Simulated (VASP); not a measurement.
# Ti (P6_3/mmc) in VASP: further runs

The runs below take Ti through relaxation of cell and atoms, single point, with PBE.

All numbers are computed with VASP 6.6.1; they aren't measurements. Logs are shortened: lines on timing, memory, paths and dates and some standing lists are left out, and cuts for length are marked.

### 1 The cell of the first run

The structure is hexagonal, space group P6_3/mmc (No. 194). Conventional cell: a = 2.950 Å, b = 2.950 Å, c = 4.686 Å, α = 90.00°, β = 90.00°, γ = 120.00°. Ti (site symmetry -6m2) has 12 Ti at 2.90 to 2.95 Å within 3.8 Å.

### 2 Relaxation of cell and atoms, PBE, collinear spin, ferromagnetic start

INCAR reads:

```
ALGO     = Normal         # electronic algorithm
EDIFF    = 1E-7           # SCF threshold, eV
EDIFFG   = -0.01          # ionic threshold
ENCUT    = 600            # plane-wave cutoff, eV
GGA      = PE             # functional
IBRION   = 2              # ionic algorithm
ISIF     = 3              # what is computed and relaxed
ISMEAR   = -1             # smearing method
ISPIN    = 2              # spin polarisation
LASPH    = T              # aspherical terms in the spheres
LCHARG   = F              # write CHGCAR
LMAXMIX  = 4              # l up to which the mixer works
LORBIT   = 11             # projections on sites
LREAL    = F              # projectors in reciprocal space
LWAVE    = F              # write WAVECAR
MAGMOM   = 1 1            # initial moments
NELM     = 150            # most SCF steps
NSW      = 80             # ionic steps
PREC     = Accurate       # precision mode
SIGMA    = 0.05           # smearing width, eV
```

KPOINTS reads:

```
k-points
0
Gamma
  12 12 7
```

POSCAR reads:

```
Ti
1.0
    2.9499978604      0.0000000000      0.0000000000
   -1.4749989302      2.5547730882      0.0000000000
    0.0000000000      0.0000000000      4.6860000000
Ti
2
Direct
    0.3333333333      0.6666666667      0.2500000000
    0.6666666667      0.3333333333      0.7500000000
```

Potentials or basis: VASP PAW PBE potentials, release 64 (Ti_sv).

On the command line:

```bash
> cat potpaw_PBE.64/Ti_sv/POTCAR > POTCAR
> mpirun -np 1 vasp_std > vasp.out
```

OUTCAR:

```text
EDIFF = 1E-7
   EDIFFG = -0.01
   ENCUT = 600
   GGA = PE
   IBRION = 2
   ISIF = 3
   ISMEAR = -1
   ISPIN = 2
   LASPH = T
   LORBIT = 11
   LREAL = F
   NELM = 150
   NSW = 80
   PREC = Accurate

 ion  position               nearest neighbor table
   1  0.333  0.667  0.250-   2 2.90   2 2.90   2 2.90   2 2.90   2 2.90   2 2.90
   2  0.667  0.333  0.750-   1 2.90   1 2.90   1 2.90   1 2.90   1 2.90   1 2.90

  LATTYP: Found a hexagonal cell.
 ALAT       =     2.9499978604
 C/A-ratio  =     1.5884757284

  Lattice vectors:

 A1 = (   2.9499978604,   0.0000000000,   0.0000000000)
 A2 = (  -1.4749989302,   2.5547730882,   0.0000000000)
 A3 = (   0.0000000000,   0.0000000000,   4.6860000000)

Analysis of symmetry for initial positions (statically):
=====================================================================
 Subroutine PRICEL returns:
 Original cell was already a primitive cell.

 Routine SETGRP: Setting up the symmetry group for a
 hexagonal supercell.

 Subroutine GETGRP returns: Found 24 space group operations
 (whereof 12 operations were pure point group operations)
 out of a pool of 24 trial point group operations.

The static configuration has the point symmetry D_3d.
 The point group associated with its full space group is D_6h.

Analysis of symmetry for dynamics (positions and initial velocities):
=====================================================================
 Subroutine PRICEL returns:
 Original cell was already a primitive cell.

 Routine SETGRP: Setting up the symmetry group for a
 hexagonal supercell.

 Subroutine GETGRP returns: Found 24 space group operations
 (whereof 12 operations were pure point group operations)
 out of a pool of 24 trial point group operations.

The dynamic configuration has the point symmetry D_3d.
 The point group associated with its full space group is D_6h.

Analysis of structural, dynamic, and magnetic symmetry:
=====================================================================
 Subroutine PRICEL returns:
 Original cell was already a primitive cell.

 Routine SETGRP: Setting up the symmetry group for a
 hexagonal supercell.

 Subroutine GETGRP returns: Found 24 space group operations
 (whereof 12 operations were pure point group operations)
 out of a pool of 24 trial point group operations.

The overall configuration has the point symmetry D_3d.
 The point group associated with its full space group is D_6h.

 Subroutine INISYM returns: Found 24 space group operations
 (whereof 12 operations are pure point group operations),
 and found     1 'primitive' translations

----------------------------------------------------------------------------------------

                                     Primitive cell

  volume of cell :      35.3164

  direct lattice vectors                    reciprocal lattice vectors
     2.949997860  0.000000000  0.000000000     0.338983297  0.195712098  0.000000000
    -1.474998930  2.554773088  0.000000000     0.000000000  0.391424195  0.000000000
     0.000000000  0.000000000  4.686000000     0.000000000  0.000000000  0.213401622

  length of vectors
     2.949997860  2.949997860  4.686000000     0.391424195  0.391424195  0.213401622

  position of ions in fractional coordinates (direct lattice)
     0.333333333  0.666666667  0.250000000
     0.666666667  0.333333333  0.750000000

  ion indices of the primitive-cell ions
   primitive index   ion index
                 1           1
                 2           2

----------------------------------------------------------------------------------------

 KPOINTS: k-points

Automatic generation of k-mesh.
 Grid dimensions read from file:
 generate k-points for:   12   12    7

 Generating k-lattice:

  Cartesian coordinates                     Fractional coordinates (reciprocal lattice)
     0.028248608  0.016309341  0.000000000     0.083333333  0.000000000  0.000000000
     0.000000000  0.032618683  0.000000000     0.000000000  0.083333333  0.000000000
     0.000000000  0.000000000  0.030485946     0.000000000  0.000000000  0.142857143

  Length of vectors
     0.032618683  0.032618683  0.030485946

  Shift w.r.t. Gamma in fractional coordinates (k-lattice)
     0.000000000  0.000000000  0.000000000

 Subroutine IBZKPT returns following result:
 ===========================================

 Found     76 irreducible k-points:

 Following reciprocal coordinates:
            Coordinates               Weight
  0.000000  0.000000  0.000000      1.000000
  0.083333  0.000000  0.000000      6.000000
  0.166667 -0.000000  0.000000      6.000000
  0.250000 -0.000000  0.000000      6.000000
  0.333333 -0.000000  0.000000      6.000000
  0.416667  0.000000  0.000000      6.000000
[... 16 lines left out ...]
  0.250000 -0.000000  0.142857     12.000000
  0.333333 -0.000000  0.142857     12.000000
 [... further k-points ...]
   k-points           NKPTS =     76   k-points in BZ     NKDIM =     76   number of bands    NBANDS=     17
   number of dos      NEDOS =    301   number of ions     NIONS =      2
   total plane-waves  NPLWV =  23040
   dimension x,y,z NGX =    24 NGY =   24 NGZ =   40
   dimension x,y,z NGXF=    48 NGYF=   48 NGZF=   80
   ions per type =               2
   NGX,Y,Z   is equivalent  to a cutoff of  13.53, 13.53, 14.19 a.u.
   NGXF,Y,Z  is equivalent  to a cutoff of  27.05, 27.05, 28.38 a.u.
 SYSTEM =  unknown system
   PREC   = accura    normal or accurate (medium, high low for compatibility)
   ISTART =      0    job   : 0-new  1-cont  2-samecut
   ICHARG =      2    charge: 1-file 2-atom 10-const
   ISPIN  =      2    spin polarized calculation?
   LNONCOLLINEAR =      F non collinear calculations
   LSORBIT =      F    spin-orbit coupling
   LASPH  =      T    aspherical Exc in radial PAW
   ENCUT  =  600.0 eV  44.10 Ry    6.64 a.u.   5.89  5.89  9.36*2*pi/ulx,y,z
   NELM   =    150;   NELMIN=  2; NELMDL= -5     # of ELM steps
   EDIFF  = 0.1E-06   stopping-criterion for ELM
   LREAL  =      F    real-space projection
   EDIFFG = -.1E-01   stopping-criterion for IOM
   NSW    =     80    number of steps for IOM
   IBRION =      2    ionic relax: 0-MD 1-quasi-New 2-CG
   NFREE  =      1    steps in history (QN), initial steepest desc. (CG)
   ISIF   =      3    stress and relaxation
   ISYM   =      2    0-nonsym 1-usesym 2-fastsym
   POTIM  = 0.5000    time-step for ionic-motion
   TEBEG  =    0.0;   TEEND  =   0.0 temperature during run
   PSTRESS=    0.0 pullay stress
   NELECT =      24.0000    total number of electrons
   NUPDOWN=      -1.0000    fix difference up-down
   EMIN   =  10.00;   EMAX   =-10.00  energy-range for DOS
   EFERMI =   0.00;   METHOD = LEGACY
   ISMEAR =    -1;   SIGMA  =   0.05  broadening in eV -4-tet -1-fermi 0-gaus
   EFERMI_NEDOS =   21; number of points for ismear=-14 and -15
   IALGO  =     38    algorithm
   IMIX   =      4    mixing-type and parameters
     AMIX     =   0.40;   BMIX     =  1.00
     AMIX_MAG =   1.60;   BMIX_MAG =  1.00
  volume/ion in A,a.u.               =      17.66       119.16
  Fermi-wavevector in a.u.,A,eV,Ry     =   1.439306  2.719894 28.185854  2.071602
  Thomas-Fermi vector in A             =   2.558176
   LORBIT       =     11    0 simple, 1 ext, 2 COOP (PROOUT), +10 PAW based schemes
   GGA     = PE    functional components
   LHFCALC =     F    Hartree Fock is set to
   AEXX    =    0.0000 exact exchange contribution
   IVDW    =     0    specifies the selected vdW correction
   LEPSILON=     F    determine dielectric tensor
   LRPA    =     F    only Hartree local field effects (RPA)
 conjugate gradient relaxation of ions
 spin polarized calculation
  energy-cutoff  :      600.00
  volume of cell :       35.32
 maximum number of plane-waves:      1192
 NGX is ok and might be reduce to    24
   NGX = 11   NGY = 11   NGZ = 19

--------------------------------------- Ionic step        1  -------------------------------------------

 number of electron      23.9999997 magnetization      -0.0000042

 number of electron      23.9999997 magnetization       0.0000030

 Free energy of the ion-electron system (eV)
  ---------------------------------------------------
  ext. energy  EPLUGINS =         0.00000000
  ---------------------------------------------------
  free energy    TOTEN  =       -15.67610528 eV

  energy without entropy =      -15.65808836  energy(sigma->0) =      -15.66709682

------------------------ aborting loop because EDIFF is reached ----------------------------------------

  FORCE on cell =-STRESS in cart. coord.  units (eV):
  Direction    XX          YY          ZZ          XY          YZ          ZX
  --------------------------------------------------------------------------------------
  -------------------------------------------------------------------------------------
  Total       -0.3757260     -0.3757260     -0.4858211      0.0000000      0.0000000      0.0000000
  in kB      -17.0453351    -17.0453351    -22.0399516      0.0000000      0.0000000      0.0000000
  external PRESSURE =     -18.7102073 kB  Pullay stress =       0.0000000 kB

 VOLUME and BASIS-vectors are now :
 -----------------------------------------------------------------------------
  energy-cutoff  :      600.00
  volume of cell :       35.32
      direct lattice vectors                 reciprocal lattice vectors
     2.949997860  0.000000000  0.000000000     0.338983297  0.195712098  0.000000000
    -1.474998930  2.554773088  0.000000000     0.000000000  0.391424195  0.000000000
     0.000000000  0.000000000  4.686000000     0.000000000  0.000000000  0.213401622
[... 122 lines left out ...]
  FREE ENERGIE OF THE ION-ELECTRON SYSTEM (eV)
  ---------------------------------------------------
  free  energy   TOTEN  =       -15.6797855183 eV

  energy  without entropy=      -15.6619799885  energy(sigma->0) =      -15.67088275

--------------------------------------- Ionic step        5  -------------------------------------------

 number of electron      23.9999993 magnetization       0.0000004

 number of electron      23.9999993 magnetization      -0.0000004

 Free energy of the ion-electron system (eV)
  ---------------------------------------------------
  ext. energy  EPLUGINS =         0.00000000
  ---------------------------------------------------
  free energy    TOTEN  =       -15.67982374 eV

  energy without entropy =      -15.66203454  energy(sigma->0) =      -15.67092914

 E-fermi :   8.3521     XC(G=0): -11.5030

 val. band max:        8.3434124179   @ k =   0.0000   0.0000   0.4286
 cond. band min:       8.3580050536   @ k =   0.2500   0.2500   0.4286
 fundamental gap:      0.0145926357
 Fermi energy:         8.3520792864

 spin component 1

 k-point     1 :       0.0000    0.0000    0.0000
  band No.  band energies     occupation
      1     -48.5115      1.00000
      2     -48.3741      1.00000
      3     -25.0994      1.00000
      4     -24.4565      1.00000
      5     -24.4565      1.00000
      6     -24.3889      1.00000
[... 9 lines left out ...]
     16       9.6205      0.00000
     17       9.9731      0.00000
[... 441 lines left out ...]
 k-point    24 :       0.3333   -0.0000    0.1429
  band No.  band energies     occupation
      1     -48.4248      1.00000
      2     -48.3537      1.00000
      3     -24.9242      1.00000
      4     -24.7723      1.00000
      5     -24.7184      1.00000
      6     -24.5577      1.00000
[... 9 lines left out ...]
     16      10.9506      0.00000
     17      11.0068      0.00000

 [... further k-points ...]

 spin component 2

 k-point     1 :       0.0000    0.0000    0.0000
  band No.  band energies     occupation
      1     -48.5115      1.00000
      2     -48.3741      1.00000
      3     -25.0994      1.00000
      4     -24.4565      1.00000
      5     -24.4565      1.00000
      6     -24.3889      1.00000
[... 9 lines left out ...]
     16       9.6205      0.00000
     17       9.9731      0.00000
[... 482 lines left out ...]
 POSITION                                       TOTAL-FORCE (eV/Angst)
 -----------------------------------------------------------------------------------
     -0.00000      1.69482      1.16232        -0.000000      0.000000     -0.000000
      1.46775      0.84741      3.48697         0.000000     -0.000000      0.000000
 -----------------------------------------------------------------------------------
    total drift:                               -0.000000      0.000000     -0.000000

  FREE ENERGIE OF THE ION-ELECTRON SYSTEM (eV)
  ---------------------------------------------------
  free  energy   TOTEN  =       -15.6798237419 eV

  energy  without entropy=      -15.6620345385  energy(sigma->0) =      -15.67092914

 reached required accuracy - stopping structural energy minimisation

 total charge

# of ion       s       p       d       tot
------------------------------------------
    1        2.250   6.122   1.880  10.251
    2        2.250   6.122   1.880  10.251
--------------------------------------------------
tot          4.499  12.243   3.760  20.502

 magnetization (x)

# of ion       s       p       d       tot
------------------------------------------
    1       -0.000  -0.000   0.000   0.000
    2       -0.000  -0.000   0.000   0.000
--------------------------------------------------
tot         -0.000  -0.000   0.000   0.000
```

Wall time 4.2 min (1 thread of Intel Xeon 6975P-C, shared host); peak memory 0.24 GiB.

What came out:

```
Free energy                                           : -15.6798 eV
Relaxed volume                                        : 17.35 Å³/atom
Relaxed cell                                          : a = 2.936 Å, b = 2.936 Å, c = 4.649 Å, α = 90.00°, β = 90.00°, γ = 120.00°
Space group after relaxing (to 0.05 Å)                : P6_3/mmc (No. 194)
Energy gained by relaxing                             : 1.9 meV/atom
Ionic steps                                           : 5
Pressure after relaxing                               : 0.0 GPa
Band gap on the k mesh                                : zero (filled and empty bands overlap)
Net moment                                            : 0.00 μB per cell
Valence electrons inside the program's atomic spheres : Ti 10.25
```

Stress tensor (GPa, compression positive):
```
 0.08  0.00  0.00
 0.00  0.08  0.00
 0.00  0.00 -0.03
```

Step by step:
```
step  energy change (eV)  largest force (eV/Å)  pressure (GPa)  volume (Å³)
   1              0.0000                0.0000           -1.87        35.32
   2             -0.0018                0.0000            1.44        34.27
   3             -0.0037                0.0000            0.01        34.71
   4             -0.0037                0.0000            0.05        34.69
   5             -0.0037                0.0000            0.04        34.70
```

Final structure:
```
Ti
1.0
     2.93551    0.00000    0.00000
    -1.46775    2.54222    0.00000
     0.00000    0.00000    4.64930
Ti
2
Direct
  0.33333 0.66667 0.25000
  0.66667 0.33333 0.75000
```

### 3 Single point, PBE, collinear spin, ferromagnetic start

This run uses another cell than the first one, of 17.40 Å³/atom, 0.985 times its volume.

INCAR reads:

```
PREC = Accurate
ENCUT = 520
EDIFF = 1E-7
ISMEAR = -1
SIGMA = 0.1
LREAL = F
LASPH = T
NELM = 150
ALGO = Normal
ISIF = 2
LWAVE = F
LCHARG = F
ISPIN = 2
MAGMOM = 1 1
LORBIT = 11
LMAXMIX = 4
GGA = PE
NBANDS = 23
```

KPOINTS reads:

```
regular mesh
0
Gamma
  6 6 4
```

POSCAR reads:

```
Ti
1.0
    2.9388916154      0.0000000000      0.0000000000
   -1.4694458077      2.5451547979      0.0000000000
    0.0000000000      0.0000000000      4.6516165707
Ti
2
Direct
    0.3333333333      0.6666666667      0.2500000000
    0.6666666667      0.3333333333      0.7500000000
```

Potentials or basis: VASP PAW PBE potentials, release 64 (Ti_sv).

On the command line:

```bash
> cat potpaw_PBE.64/Ti_sv/POTCAR > POTCAR
> mpirun -np 1 vasp_std > vasp.out
```

Run time: 69 s. Hardware: 1 thread of AMD EPYC 7R13 (Zen 3), shared host; peak memory 0.14 GiB.

Results (log left out):

```
Free energy                                           : -15.7025 eV
Pressure                                              : -0.1 GPa
Band gap on the k mesh                                : zero (filled and empty bands overlap)
Net moment                                            : 0.00 μB per cell
Valence electrons inside the program's atomic spheres : Ti 10.25
```

Stress tensor (GPa, compression positive):
```
-0.46  0.00  0.00
 0.00 -0.46  0.00
 0.00  0.00  0.52
```

Levels at points of the mesh, in eV from the Fermi level:
Spin up:
| k point | band 9 | band 10 | band 11 | band 12 | band 13 | band 14 | band 15 | band 16 |
| --- | --- | --- | --- | --- | --- | --- | --- | --- |
| (0.00, 0.00, 0.00) | -6.22 | -2.69 | 0.76 | 0.76 | 0.77 | 0.89 | 1.26 | 1.26 |
| (0.50, 0.00, 0.00) | -2.36 | -2.16 | -1.84 | -0.64 | 0.48 | 0.63 | 1.17 | 3.32 |
| (0.00, 0.00, 0.50) | -4.36 | -4.36 | 0.09 | 0.09 | 0.67 | 0.67 | 0.67 | 0.67 |
| (0.50, 0.00, 0.50) | -2.55 | -2.55 | -0.82 | -0.82 | 1.31 | 1.31 | 1.72 | 1.72 |
Spin down:
| k point | band 10 | band 11 | band 12 | band 13 | band 14 | band 15 |
| --- | --- | --- | --- | --- | --- | --- |
| (0.00, 0.00, 0.00) | -2.69 | 0.76 | 0.76 | 0.77 | 0.89 | 1.26 |
| (0.50, 0.00, 0.00) | -2.16 | -1.84 | -0.64 | 0.48 | 0.63 | 1.17 |
| (0.00, 0.00, 0.50) | -4.36 | 0.09 | 0.09 | 0.67 | 0.67 | 0.67 |
| (0.50, 0.00, 0.50) | -2.55 | -0.82 | -0.82 | 1.31 | 1.31 | 1.72 |

Caveat: the k points lie up to 0.41 Å⁻¹ apart.
